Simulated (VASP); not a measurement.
# PbF2 (Fm-3m) in VASP: relaxation of cell and atoms with PBEsol

Aim: the relaxation of cell and atoms of PbF2 with PBEsol.

Everything below comes from runs of VASP 6.6.1. Logs are shortened: lines on timing, memory, paths and dates and some standing lists are left out, and cuts for length are marked.

### Step 1. The cell of the first run

It takes space group Fm-3m (No. 225, cubic). The conventional cell has a = 5.927 Å, b = 5.927 Å, c = 5.927 Å, α = 90.00°, β = 90.00°, γ = 90.00°. Pb (site symmetry m-3m) has 8 F at 2.57 Å within 3.4 Å. Within 3.4 Å of F (site symmetry -43m) lie 4 Pb at 2.57 Å and 6 F at 2.96 Å.

### Step 2. Relaxation of cell and atoms, PBEsol

File INCAR:

```
SYSTEM = PbF2
PREC = Accurate ; ENCUT = 600
EDIFF = 1E-6 ; ISMEAR = -1
SIGMA = 0.1 ; LREAL = .False.
LASPH = .True. ; NELM = 100
ALGO = Normal ; ISIF = 3
LWAVE = .False. ; LCHARG = .False.
GGA = PS ; IBRION = 2
NSW = 100 ; EDIFFG = -0.002
```

File KPOINTS:

```
regular mesh
0
Gamma
  12 12 12
  0 0 0
```

File POSCAR:

```
PbF2
1.0
    2.9636600000      2.9636600000      0.0000000000
   -2.9636600000      2.9636600000      0.0000000000
    0.0000000000      2.9636600000      2.9636600000
Pb F
1 2
Direct
    0.0000000000      0.0000000000      0.0000000000
    0.2500000000      0.7500000000      0.5000000000
    0.7500000000      0.2500000000      0.5000000000
```

Potentials or basis: VASP PAW PBE potentials, release 64 (Pb_d, F).

On the command line:

```
$ cat potpaw_PBE.64/Pb_d/POTCAR potpaw_PBE.64/F/POTCAR > POTCAR
$ mpirun -np 1 vasp_std > vasp.out
```

OUTCAR:

```text
SYSTEM = PbF2
   PREC = Accurate
   ENCUT = 600
   EDIFF = 1E-6
   ISMEAR = -1
   LREAL = .False.
   LASPH = .True.
   NELM = 100
   ISIF = 3
   GGA = PS
   IBRION = 2
   NSW = 100
   EDIFFG = -0.002

 ion  position               nearest neighbor table
   1  0.000  0.000  0.000-   3 2.57   2 2.57   3 2.57   2 2.57   2 2.57   3 2.57   2 2.57   3 2.57

   2  0.250  0.750  0.500-   1 2.57   1 2.57   1 2.57   1 2.57
   3  0.750  0.250  0.500-   1 2.57   1 2.57   1 2.57   1 2.57

  LATTYP: Found a face centered cubic cell.
 ALAT       =     5.9273200000

  Lattice vectors:

 A1 = (   0.0000000000,   2.9636600000,   2.9636600000)
 A2 = (   2.9636600000,   0.0000000000,   2.9636600000)
 A3 = (   2.9636600000,   2.9636600000,   0.0000000000)

Analysis of symmetry for initial positions (statically):
=====================================================================
 Subroutine PRICEL returns:
 Original cell was already a primitive cell.

 Routine SETGRP: Setting up the symmetry group for a
 face centered cubic supercell.

 Subroutine GETGRP returns: Found 48 space group operations
 (whereof 48 operations were pure point group operations)
 out of a pool of 48 trial point group operations.

The static configuration has the point symmetry O_h .

Analysis of symmetry for dynamics (positions and initial velocities):
=====================================================================
 Subroutine PRICEL returns:
 Original cell was already a primitive cell.

 Routine SETGRP: Setting up the symmetry group for a
 face centered cubic supercell.

 Subroutine GETGRP returns: Found 48 space group operations
 (whereof 48 operations were pure point group operations)
 out of a pool of 48 trial point group operations.

The dynamic configuration has the point symmetry O_h .

 Subroutine INISYM returns: Found 48 space group operations
 (whereof 48 operations are pure point group operations),
 and found     1 'primitive' translations

----------------------------------------------------------------------------------------

                                     Primitive cell

  volume of cell :      52.0613

  direct lattice vectors                    reciprocal lattice vectors
     2.963660000  2.963660000  0.000000000     0.168710311  0.168710311 -0.168710311
    -2.963660000  2.963660000  0.000000000    -0.168710311  0.168710311 -0.168710311
     0.000000000  2.963660000  2.963660000     0.000000000  0.000000000  0.337420622

  length of vectors
     4.191248166  4.191248166  4.191248166     0.292214830  0.292214830  0.337420622

  position of ions in fractional coordinates (direct lattice)
     0.000000000  0.000000000  0.000000000
     0.250000000  0.750000000  0.500000000
     0.750000000  0.250000000  0.500000000

  ion indices of the primitive-cell ions
   primitive index   ion index
                 1           1
                 2           2
                 3           3

----------------------------------------------------------------------------------------

 KPOINTS: regular mesh

Automatic generation of k-mesh.
 Grid dimensions read from file:
 generate k-points for:   12   12   12

 Generating k-lattice:

  Cartesian coordinates                     Fractional coordinates (reciprocal lattice)
     0.014059193  0.014059193 -0.014059193     0.083333333  0.000000000  0.000000000
    -0.014059193  0.014059193 -0.014059193     0.000000000  0.083333333  0.000000000
     0.000000000  0.000000000  0.028118385     0.000000000  0.000000000  0.083333333

  Length of vectors
     0.024351236  0.024351236  0.028118385

  Shift w.r.t. Gamma in fractional coordinates (k-lattice)
     0.000000000  0.000000000  0.000000000

 Subroutine IBZKPT returns following result:
 ===========================================

 Found     72 irreducible k-points:

 Following reciprocal coordinates:
            Coordinates               Weight
  0.000000  0.000000  0.000000      1.000000
  0.083333  0.000000  0.000000      8.000000
  0.166667  0.000000  0.000000      8.000000
  0.250000  0.000000  0.000000      8.000000
  0.333333  0.000000  0.000000      8.000000
  0.416667  0.000000  0.000000      8.000000
[... 16 lines left out ...]
  0.500000  0.166667  0.000000     24.000000
 -0.416667  0.166667  0.000000     24.000000
 [... further k-points ...]
   k-points           NKPTS =     72   k-points in BZ     NKDIM =     72   number of bands    NBANDS=     18
   number of dos      NEDOS =    301   number of ions     NIONS =      3
   total plane-waves  NPLWV =  46656
   dimension x,y,z NGX =    36 NGY =   36 NGZ =   36
   dimension x,y,z NGXF=    72 NGYF=   72 NGZF=   72
   ions per type =               1   2
   NGX,Y,Z   is equivalent  to a cutoff of  14.28, 14.28, 14.28 a.u.
   NGXF,Y,Z  is equivalent  to a cutoff of  28.56, 28.56, 28.56 a.u.
 SYSTEM =  PbF2
   PREC   = accura    normal or accurate (medium, high low for compatibility)
   ISTART =      0    job   : 0-new  1-cont  2-samecut
   ICHARG =      2    charge: 1-file 2-atom 10-const
   ISPIN  =      1    spin polarized calculation?
   LNONCOLLINEAR =      F non collinear calculations
   LSORBIT =      F    spin-orbit coupling
   LASPH  =      T    aspherical Exc in radial PAW
   ENCUT  =  600.0 eV  44.10 Ry    6.64 a.u.   8.37  8.37  8.37*2*pi/ulx,y,z
   NELM   =    100;   NELMIN=  2; NELMDL= -5     # of ELM steps
   EDIFF  = 0.1E-05   stopping-criterion for ELM
   LREAL  =      F    real-space projection
   EDIFFG = -.2E-02   stopping-criterion for IOM
   NSW    =    100    number of steps for IOM
   IBRION =      2    ionic relax: 0-MD 1-quasi-New 2-CG
   NFREE  =      1    steps in history (QN), initial steepest desc. (CG)
   ISIF   =      3    stress and relaxation
   ISYM   =      2    0-nonsym 1-usesym 2-fastsym
   POTIM  = 0.5000    time-step for ionic-motion
   TEBEG  =    0.0;   TEEND  =   0.0 temperature during run
   PSTRESS=    0.0 pullay stress
   NELECT =      28.0000    total number of electrons
   NUPDOWN=      -1.0000    fix difference up-down
   EMIN   =  10.00;   EMAX   =-10.00  energy-range for DOS
   EFERMI =   0.00;   METHOD = LEGACY
   ISMEAR =    -1;   SIGMA  =   0.10  broadening in eV -4-tet -1-fermi 0-gaus
   EFERMI_NEDOS =   21; number of points for ismear=-14 and -15
   IALGO  =     38    algorithm
   IMIX   =      4    mixing-type and parameters
     AMIX     =   0.40;   BMIX     =  1.00
     AMIX_MAG =   1.60;   BMIX_MAG =  1.00
  volume/ion in A,a.u.               =      17.35       117.11
  Fermi-wavevector in a.u.,A,eV,Ry     =   1.331340  2.515869 24.115883  1.772467
  Thomas-Fermi vector in A             =   2.460359
   LORBIT       =      0    0 simple, 1 ext, 2 COOP (PROOUT), +10 PAW based schemes
   GGA     = PS    functional components
   LHFCALC =     F    Hartree Fock is set to
   AEXX    =    0.0000 exact exchange contribution
   IVDW    =     0    specifies the selected vdW correction
   LEPSILON=     F    determine dielectric tensor
   LRPA    =     F    only Hartree local field effects (RPA)
 conjugate gradient relaxation of ions
 non-spin polarized calculation
  energy-cutoff  :      600.00
  volume of cell :       52.06
 maximum number of plane-waves:      1807
 NGX is ok and might be reduce to    36
   NGX = 17   NGY = 17   NGZ = 17

--------------------------------------- Ionic step        1  -------------------------------------------

 number of electron      28.0000008 magnetization

 Free energy of the ion-electron system (eV)
  ---------------------------------------------------
  ext. energy  EPLUGINS =         0.00000000
  ---------------------------------------------------
  free energy    TOTEN  =       -14.93791311 eV

  energy without entropy =      -14.93791311  energy(sigma->0) =      -14.93791311

------------------------ aborting loop because EDIFF is reached ----------------------------------------

  FORCE on cell =-STRESS in cart. coord.  units (eV):
  Direction    XX          YY          ZZ          XY          YZ          ZX
  --------------------------------------------------------------------------------------
  -------------------------------------------------------------------------------------
  Total       -0.4206417     -0.4206417     -0.4206417      0.0000000     -0.0000000      0.0000000
  in kB      -12.9451693    -12.9451693    -12.9451693      0.0000000     -0.0000000      0.0000000
  external PRESSURE =     -12.9451693 kB  Pullay stress =       0.0000000 kB
[... 59 lines left out ...]
  energy  without entropy=      -14.9415926454  energy(sigma->0) =      -14.94159265

--------------------------------------- Ionic step        3  -------------------------------------------

 number of electron      28.0000010 magnetization

 Free energy of the ion-electron system (eV)
  ---------------------------------------------------
  ext. energy  EPLUGINS =         0.00000000
  ---------------------------------------------------
  free energy    TOTEN  =       -14.94168067 eV

  energy without entropy =      -14.94168067  energy(sigma->0) =      -14.94168067

 E-fermi :   4.2423     XC(G=0):  -9.7510

 val. band max:        1.9555825759   @ k =   0.5000   0.5000   0.2500
 cond. band min:       6.2559919682   @ k =   0.5000   0.5000   0.0000
 fundamental gap:      4.3004093923
 Fermi energy:         4.2423319033

 k-point     1 :       0.0000    0.0000    0.0000
  band No.  band energies     occupation
      1     -19.1690      2.00000
      2     -18.4966      2.00000
      3     -12.4314      2.00000
      4     -12.4314      2.00000
      5     -12.4314      2.00000
      6     -12.3593      2.00000
[... 10 lines left out ...]
     17       8.6451      0.00000
     18      12.5084      0.00000
[... 466 lines left out ...]
      2     -18.7080      2.00000
      3     -12.3906      2.00000
      4     -12.3900      2.00000
      5     -12.3440      2.00000
      6     -12.3339      2.00000
[... 10 lines left out ...]
     17       9.5466      0.00000
     18      13.1740      0.00000

 [... further k-points ...]

------------------------ aborting loop because EDIFF is reached ----------------------------------------

  FORCE on cell =-STRESS in cart. coord.  units (eV):
  Direction    XX          YY          ZZ          XY          YZ          ZX
  --------------------------------------------------------------------------------------
  -------------------------------------------------------------------------------------
  Total       -0.0004899     -0.0004899     -0.0004899      0.0000000      0.0000000     -0.0000000
  in kB       -0.0153468     -0.0153468     -0.0153468      0.0000000      0.0000000     -0.0000000
  external PRESSURE =      -0.0153468 kB  Pullay stress =       0.0000000 kB
[... 18 lines left out ...]
  FREE ENERGIE OF THE ION-ELECTRON SYSTEM (eV)
  ---------------------------------------------------
  free  energy   TOTEN  =       -14.9416806730 eV

  energy  without entropy=      -14.9416806727  energy(sigma->0) =      -14.94168067

 reached required accuracy - stopping structural energy minimisation
```

Run time: 2.6 min. Hardware: 1 thread of AMD EPYC 7R13 (Zen 3), shared host; peak memory 0.22 GiB.

Results:

- Free energy: -14.9417 eV
- Relaxed volume: 17.05 Å³/atom
- Relaxed cell: a = 4.167 Å, b = 4.167 Å, c = 4.167 Å, α = 60.00°, β = 60.00°, γ = 90.00°
- Space group after relaxing (to 0.1 Å): Fm-3m (No. 225)
- Energy gained by relaxing: 1.3 meV/atom
- Ionic steps: 3
- Pressure after relaxing: 0.0 GPa
- Band gap on the k mesh: 4.30 eV (least direct gap 4.45 eV)

Step by step:
| step | energy change (eV) | largest force (eV/Å) | pressure (GPa) | volume (Å³) |
| --- | --- | --- | --- | --- |
| 1 | 0.0000 | 0.0000 | -1.29 | 52.06 |
| 2 | -0.0037 | 0.0000 | 0.20 | 51.01 |
| 3 | -0.0038 | 0.0000 | 0.00 | 51.15 |

Final structure:
```
Pb F
1.0
     2.94620    2.94620    0.00000
    -2.94620    2.94620    0.00000
     0.00000    2.94620    2.94620
Pb F
1 2
Cartesian
  0.0000 2.9462 2.9462
  -1.4731 4.4193 1.4731
  1.4731 4.4193 1.4731
```

Caveat: the PAW data sets were made with another functional, which shifts forces and pressure a little; spin-orbit coupling is left out, which moves the levels of the heavy elements. A k mesh can miss the band edges.
